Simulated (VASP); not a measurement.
Runs of VASP 6.6.1 on Cr. The structure is that of space group Im-3m (No. 229), or close to it. The cells are those of the table. 

```csv
task,cell,k mesh for the DOS,occupations for the DOS,gap on the mesh (eV),pressure (GPa)
single point,"a = 2.337 Å, angles 109.5°, 1 atom",-,-,none,58.3
single point,"a = 2.467 Å, angles 109.5°, 1 atom",-,-,none,-0.5
single point,"a = 2.021 Å, angles 109.5°, 1 atom",-,-,none,526.7
single point,"a = 2.425 Å, angles 109.5°, 1 atom",-,-,none,(a)
```

Alike in all rows: level PBE; potentials or basis VASP PAW PBE potentials, release 64 (Cr_pv); no spin polarisation; k mesh 21 × 21 × 21; cutoff (eV) 520; smearing fermi-dirac 0.08 eV.

Task: Fill in the values left out.

Result: (a) 14.2.

Caveats: the run has no spin polarisation, though such a crystal can be magnetic.

A gap of «none» marks levels without a gap at the run's occupations.
